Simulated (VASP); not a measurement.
# Li27H2O in VASP: single point with PBE+D3(BJ)

Aim: the single point of Li27H2O with PBE+D3(BJ).

Program: VASP 6.6.1. These are calculated values, not measurements. Logs are shortened: lines on timing, memory, paths and dates and some standing lists are left out, and cuts for length are marked.

## 1. The cell of the first run

The cell holds a slab with vacuum, 30 atoms: a = 8.639 Å, b = 8.639 Å, c = 24.268 Å, α = 90.00°, β = 90.00°, γ = 109.47°.

## 2. Single point, PBE+D3(BJ)

File INCAR:

```
PREC = Accurate
ENCUT = 520
EDIFF = 1E-7
ISMEAR = 0
SIGMA = 0.1
LREAL = Auto
LASPH = True
NELM = 80
ALGO = Normal
ISIF = 2
LWAVE = False
LCHARG = False
LDIPOL = True
IDIPOL = 3
DIPOL = 0.5 0.5 0.443
GGA = PE
IVDW = 12
NBANDS = 66
```

File KPOINTS:

```
Automatic mesh
0
Gamma
  3 3 1
```

File POSCAR:

```
Li27H2O
1.0
    8.6387373980      0.0000000000      0.0000000000
   -2.8795791327      8.1446797267      0.0000000000
    0.0000000000      0.0000000000     24.2684330327
Li O H
27 1 2
Direct
    0.1666666667      0.1666666667      0.3296463347
    0.1666666667      0.5000000000      0.3296463347
    0.1666666667      0.8333333333      0.3296463347
    0.5000000000      0.1666666667      0.3296463347
    0.5000000000      0.5000000000      0.3296463347
    0.5000000000      0.8333333333      0.3296463347
    0.8333333333      0.1666666667      0.3296463347
    0.8333333333      0.5000000000      0.3296463347
    0.8333333333      0.8333333333      0.3296463347
    0.3311290943      0.3327878945      0.4249869487
    0.3296687475      0.6615035165      0.4244623150
    0.3306285462     -0.0044510871      0.4272916426
    0.6602503583      0.3293840224      0.4229731853
    0.6662708503      0.6673919501      0.4234605853
    0.6723955677      0.0054183569      0.4215366166
    0.0010312860      0.3384438500      0.4268507706
    0.0020736191      0.6720034449      0.4252960536
    0.0002911339      0.0005370227      0.4250124881
    0.4921975477      0.5058657815      0.5190700681
    0.5181233861      0.8462574332      0.5126479308
    0.4983264531      0.1709686998      0.5218942880
    0.8138580037      0.4908382743      0.5152592499
    0.8376477661      0.8308720177      0.5195224534
    0.8311274286      0.1642922723      0.5205643012
    0.1557297914      0.5044560512      0.5270550219
    0.1739618246      0.8270628679      0.5286735548
    0.1643708419      0.1664524991      0.5196461592
    0.1768940000      0.6663028800      0.5887163688
    0.2838031469      0.6930385947      0.6076252921
    0.0905748369      0.6396700376      0.6169934849
```

Potentials or basis: VASP PAW PBE potentials, release 64 (Li_sv, O, H).

Started as:

```bash
> cat potpaw_PBE.64/Li_sv/POTCAR potpaw_PBE.64/O/POTCAR potpaw_PBE.64/H/POTCAR > POTCAR
> mpirun -np 1 vasp_std > vasp.out
```

OUTCAR:

```text
PREC = Accurate
   ENCUT = 520
   EDIFF = 1E-7
   ISMEAR = 0
   LREAL = Auto
   LASPH = True
   NELM = 80
   ISIF = 2
   GGA = PE
   IVDW = 12
 IVDW          = 12

 ion  position               nearest neighbor table
   1  0.167  0.167  0.330-
   2  0.167  0.500  0.330-
   3  0.167  0.833  0.330-
   4  0.500  0.167  0.330-
   5  0.500  0.500  0.330-
   6  0.500  0.833  0.330-
[... 16 lines left out ...]
  23  0.838  0.831  0.520-
  24  0.831  0.164  0.521-
  25  0.156  0.504  0.527-  28 2.01
  26  0.174  0.827  0.529-  28 2.02
  27  0.164  0.166  0.520-
  28  0.177  0.666  0.589-  30 0.98  29 0.99  25 2.01  26 2.02
  29  0.284  0.693  0.608-  28 0.99
  30  0.091  0.640  0.617-  28 0.98

  LATTYP: Found a base centered orthorhombic cell.
 ALAT       =     9.9751547244
 B/A-ratio  =     1.4142135624
 C/A-ratio  =     2.4328878803

  Lattice vectors:

 A1 = (   8.6387373980,   0.0000000000,   0.0000000000)
 A2 = (  -2.8795791327,   8.1446797267,   0.0000000000)
 A3 = (   0.0000000000,   0.0000000000,  24.2684330327)

Analysis of symmetry for initial positions (statically):
=====================================================================
 Subroutine PRICEL returns:
 Original cell was already a primitive cell.

 Routine SETGRP: Setting up the symmetry group for a
 base centered orthorhombic supercell.

 Subroutine GETGRP returns: Found  1 space group operations
 (whereof  1 operations were pure point group operations)
 out of a pool of  8 trial point group operations.

The static configuration has the point symmetry C_1 .

Analysis of symmetry for dynamics (positions and initial velocities):
=====================================================================
 Subroutine PRICEL returns:
 Original cell was already a primitive cell.

 Routine SETGRP: Setting up the symmetry group for a
 base centered orthorhombic supercell.

 Subroutine GETGRP returns: Found  1 space group operations
 (whereof  1 operations were pure point group operations)
 out of a pool of  8 trial point group operations.

The dynamic configuration has the point symmetry C_1 .

 Subroutine INISYM returns: Found  1 space group operations
 (whereof  1 operations are pure point group operations),
 and found     1 'primitive' translations

----------------------------------------------------------------------------------------

                                     Primitive cell

  volume of cell :    1707.5209

  direct lattice vectors                    reciprocal lattice vectors
     8.638737398  0.000000000  0.000000000     0.115757657  0.040926512  0.000000000
    -2.879579133  8.144679727  0.000000000     0.000000000  0.122779536  0.000000000
     0.000000000  0.000000000 24.268433033     0.000000000  0.000000000  0.041205792

  length of vectors
     8.638737398  8.638737398 24.268433033     0.122779536  0.122779536  0.041205792

  position of ions in fractional coordinates (direct lattice)
     0.166666667  0.166666667  0.329646335
     0.166666667  0.500000000  0.329646335
     0.166666667  0.833333333  0.329646335
     0.500000000  0.166666667  0.329646335
     0.500000000  0.500000000  0.329646335
     0.500000000  0.833333333  0.329646335
[... 22 lines left out ...]
     0.283803147  0.693038595  0.607625292
     0.090574837  0.639670038  0.616993485

  ion indices of the primitive-cell ions
   primitive index   ion index
                 1           1
                 2           2
                 3           3
                 4           4
                 5           5
                 6           6
[... 22 lines left out ...]
                29          29
                30          30

----------------------------------------------------------------------------------------

 KPOINTS: Automatic mesh

Automatic generation of k-mesh.
 Grid dimensions read from file:
 generate k-points for:    3    3    1

 Generating k-lattice:

  Cartesian coordinates                     Fractional coordinates (reciprocal lattice)
     0.038585886  0.013642171  0.000000000     0.333333333 -0.000000000  0.000000000
     0.000000000  0.040926512  0.000000000     0.000000000  0.333333333  0.000000000
     0.000000000  0.000000000  0.041205792     0.000000000  0.000000000  1.000000000

  Length of vectors
     0.040926512  0.040926512  0.041205792

  Shift w.r.t. Gamma in fractional coordinates (k-lattice)
     0.000000000  0.000000000  0.000000000

 Subroutine IBZKPT returns following result:
 ===========================================

 Found      5 irreducible k-points:

 Following reciprocal coordinates:
            Coordinates               Weight
  0.000000  0.000000  0.000000      1.000000
  0.333333 -0.000000  0.000000      2.000000
  0.000000  0.333333  0.000000      2.000000
  0.333333  0.333333  0.000000      2.000000
 -0.333333  0.333333  0.000000      2.000000
   k-points           NKPTS =      5   k-points in BZ     NKDIM =      5   number of bands    NBANDS=     66
   number of dos      NEDOS =    301   number of ions     NIONS =     30
   total plane-waves  NPLWV = 737280
   dimension x,y,z NGX =    64 NGY =   64 NGZ =  180
   dimension x,y,z NGXF=   128 NGYF=  128 NGZF=  360
   ions per type =              27   1   2
   NGX,Y,Z   is equivalent  to a cutoff of  12.32, 12.32, 12.33 a.u.
   NGXF,Y,Z  is equivalent  to a cutoff of  24.63, 24.63, 24.66 a.u.
 SYSTEM =  unknown system
   PREC   = accura    normal or accurate (medium, high low for compatibility)
   ISTART =      0    job   : 0-new  1-cont  2-samecut
   ICHARG =      2    charge: 1-file 2-atom 10-const
   ISPIN  =      1    spin polarized calculation?
   LNONCOLLINEAR =      F non collinear calculations
   LSORBIT =      F    spin-orbit coupling
   LASPH  =      T    aspherical Exc in radial PAW
   ENCUT  =  520.0 eV  38.22 Ry    6.18 a.u.  16.06 16.06 45.12*2*pi/ulx,y,z
   NELM   =     80;   NELMIN=  2; NELMDL= -5     # of ELM steps
   EDIFF  = 0.1E-06   stopping-criterion for ELM
   LREAL  =      T    real-space projection
   EDIFFG = 0.1E-05   stopping-criterion for IOM
   NSW    =      0    number of steps for IOM
   IBRION =     -1    ionic relax: 0-MD 1-quasi-New 2-CG
   NFREE  =      0    steps in history (QN), initial steepest desc. (CG)
   ISIF   =      2    stress and relaxation
   ISYM   =      2    0-nonsym 1-usesym 2-fastsym
   POTIM  = 0.5000    time-step for ionic-motion
   TEBEG  =    0.0;   TEEND  =   0.0 temperature during run
   PSTRESS=    0.0 pullay stress
   NELECT =      89.0000    total number of electrons
   NUPDOWN=      -1.0000    fix difference up-down
   EMIN   =  10.00;   EMAX   =-10.00  energy-range for DOS
   EFERMI =   0.00;   METHOD = LEGACY
   ISMEAR =     0;   SIGMA  =   0.10  broadening in eV -4-tet -1-fermi 0-gaus
   EFERMI_NEDOS =   21; number of points for ismear=-14 and -15
   IALGO  =     38    algorithm
   IMIX   =      4    mixing-type and parameters
     AMIX     =   0.40;   BMIX     =  1.00
     AMIX_MAG =   1.60;   BMIX_MAG =  1.00
  volume/ion in A,a.u.               =      56.92       384.10
  Fermi-wavevector in a.u.,A,eV,Ry     =   0.611528  1.155620  5.088119  0.373966
  Thomas-Fermi vector in A             =   1.667485
   LORBIT       =      0    0 simple, 1 ext, 2 COOP (PROOUT), +10 PAW based schemes
   GGA     = PE    functional components
   LHFCALC =     F    Hartree Fock is set to
   AEXX    =    0.0000 exact exchange contribution
   IVDW    =    12    specifies the selected vdW correction
   LEPSILON=     F    determine dielectric tensor
   LRPA    =     F    only Hartree local field effects (RPA)
 non-spin polarized calculation
 Gauss-broadening in eV      SIGMA  =   0.10
  energy-cutoff  :      520.00
  volume of cell :     1707.52
 maximum number of plane-waves:     46020
   NGX = 33   NGY = 33   NGZ = 91

 dipolmoment           0.000000      0.000000      0.000189 electrons x Angstroem

 number of electron      89.0000002 magnetization

 dipolmoment           0.000000      0.000000     -0.183295 electrons x Angstroem

 Free energy of the ion-electron system (eV)
  ---------------------------------------------------
  ext. energy  EPLUGINS =         0.00000000
  ---------------------------------------------------
  free energy    TOTEN  =       -61.52456308 eV

  energy without entropy =      -61.42272598  energy(sigma->0) =      -61.47364453

 E-fermi :  -1.7408     XC(G=0):  -2.9579

 val. band max:       -1.7464832073   @ k =   0.3333   0.3333   0.0000
 cond. band min:      -1.7202852963   @ k =   0.3333   0.3333   0.0000
 fundamental gap:      0.0261979111
 Fermi energy:        -1.7407820883

 k-point     1 :       0.0000    0.0000    0.0000
  band No.  band energies     occupation
      1     -48.6514      2.00000
      2     -48.6149      2.00000
      3     -48.6035      2.00000
      4     -48.6006      2.00000
      5     -48.5906      2.00000
      6     -48.5897      2.00000
[... 48 lines left out ...]
     55      -0.0180      0.00000
     56       0.1092      0.00000

 k-point     2 :       0.3333   -0.0000    0.0000
  band No.  band energies     occupation
      1     -48.6514      2.00000
      2     -48.6149      2.00000
      3     -48.6029      2.00000
      4     -48.6009      2.00000
      5     -48.5906      2.00000
      6     -48.5901      2.00000
[... 48 lines left out ...]
     55      -0.6109      0.00000
     56      -0.5238      0.00000

 k-point     3 :       0.0000    0.3333    0.0000
  band No.  band energies     occupation
      1     -48.6514      2.00000
      2     -48.6150      2.00000
      3     -48.6029      2.00000
      4     -48.6009      2.00000
      5     -48.5906      2.00000
      6     -48.5900      2.00000
[... 48 lines left out ...]
     55      -0.6098      0.00000
     56      -0.5084      0.00000

 k-point     4 :       0.3333    0.3333    0.0000
  band No.  band energies     occupation
      1     -48.6514      2.00000
      2     -48.6150      2.00000
      3     -48.6023      2.00000
      4     -48.6012      2.00000
      5     -48.5905      2.00000
      6     -48.5902      2.00000
[... 48 lines left out ...]
     55      -0.7370      0.00000
     56      -0.6599      0.00000

 k-point     5 :      -0.3333    0.3333    0.0000
  band No.  band energies     occupation
      1     -48.6514      2.00000
      2     -48.6150      2.00000
      3     -48.6025      2.00000
      4     -48.6010      2.00000
      5     -48.5905      2.00000
      6     -48.5899      2.00000
[... 48 lines left out ...]
     55      -0.5981      0.00000
     56      -0.5818      0.00000
 [bands above 56 left out]

------------------------ aborting loop because EDIFF is reached ----------------------------------------

 vacuum level on the upper side and lower side of the slab       (xc-potential included)        -0.244         0.224

 Edisp (eV)   -3.65920

 E8    (eV) :    -1.5773

  FORCE on cell =-STRESS in cart. coord.  units (eV):
  Direction    XX          YY          ZZ          XY          YZ          ZX
  --------------------------------------------------------------------------------------
  -------------------------------------------------------------------------------------
  Total       2.42442     1.48669    -0.43943    -0.06285     0.00977    -0.01259
  in kB       2.27485     1.39497    -0.41232    -0.05898     0.00917    -0.01182
  external pressure =        1.09 kB  Pullay stress =        0.00 kB

 VOLUME and BASIS-vectors are now :
 -----------------------------------------------------------------------------
  energy-cutoff  :      520.00
  volume of cell :     1707.52
      direct lattice vectors                 reciprocal lattice vectors
     8.638737398  0.000000000  0.000000000     0.115757657  0.040926512  0.000000000
    -2.879579133  8.144679727  0.000000000     0.000000000  0.122779536  0.000000000
     0.000000000  0.000000000 24.268433033     0.000000000  0.000000000  0.041205792

 POSITION                                       TOTAL-FORCE (eV/Angst)
 -----------------------------------------------------------------------------------
      0.95986      1.35745      8.00000        -0.002848      0.003682      0.035428
      0.00000      4.07234      8.00000        -0.009067     -0.014149     -0.014335
     -0.95986      6.78723      8.00000         0.010935      0.008389     -0.001065
      3.83944      1.35745      8.00000        -0.032657     -0.038423     -0.008332
      2.87958      4.07234      8.00000        -0.011961     -0.004012     -0.013134
      1.91972      6.78723      8.00000        -0.010692     -0.010602      0.010131
[... 22 lines left out ...]
      0.45604      5.64458     14.74611         0.063133      0.016122     -0.001186
     -1.05953      5.20991     14.97347        -0.077955     -0.021429      0.024923
 -----------------------------------------------------------------------------------
    total drift:                               -0.017358      0.001545     -0.004536

  FREE ENERGIE OF THE ION-ELECTRON SYSTEM (eV)
  ---------------------------------------------------
  free  energy   TOTEN  =       -65.1837610829 eV

  energy  without entropy=      -65.0819239866  energy(sigma->0) =      -65.13284253

 vacuum level on the upper side and lower side of the slab         1.086         1.560
```

It took 19 min on 1 thread of Intel Xeon 6975P-C (Granite Rapids), shared host; peak memory 1.5 GiB.

What came out:

```
Free energy                : -65.1838 eV
Largest force              : 0.085 eV/Å
Band gap on the k mesh     : zero (an odd number of electrons rules out a gap without spin polarisation)
Dispersion energy per atom : -0.122 eV
```

Forces in eV/Å, atoms in the order of the input:
```
Li  -0.003  0.004  0.035
Li  -0.009 -0.014 -0.014
Li   0.011  0.008 -0.001
Li  -0.033 -0.038 -0.008
Li  -0.012 -0.004 -0.013
Li  -0.011 -0.011  0.010
Li   0.042  0.044 -0.028
Li   0.012  0.003  0.028
Li   0.004  0.005 -0.022
Li   0.000  0.002 -0.001
Li  -0.002  0.001 -0.002
Li  -0.002 -0.002 -0.001
Li   0.001 -0.001  0.003
Li   0.004  0.002  0.002
Li  -0.002  0.004 -0.001
Li   0.001  0.000 -0.002
Li  -0.003 -0.004  0.000
Li   0.000  0.000  0.002
Li   0.002 -0.003  0.005
Li  -0.003 -0.004  0.003
Li   0.000  0.004  0.000
Li  -0.002 -0.001 -0.001
Li   0.000 -0.002  0.001
Li   0.000  0.001  0.002
Li  -0.002  0.004 -0.001
Li   0.001 -0.009  0.007
Li   0.001  0.001  0.002
O    0.017  0.012 -0.027
H    0.063  0.016 -0.001
H   -0.078 -0.021  0.025
```

Levels at points of the mesh, in eV from the Fermi level:
```csv
k point,band 42,band 43,band 44,band 45,band 46,band 47,band 48,band 49
"(0.00, 0.00, 0.00)",-0.81,-0.79,-0.74,-0.16,-0.11,0.12,0.76,0.79
```

Caveat: the cutoff is under 1.25 times the usual one of these potentials, so pressure, stress and relaxed cells hold a basis-set (Pulay) error; an odd number of electrons without spin polarisation forces a metal; a magnetic or distorted state may lie lower.
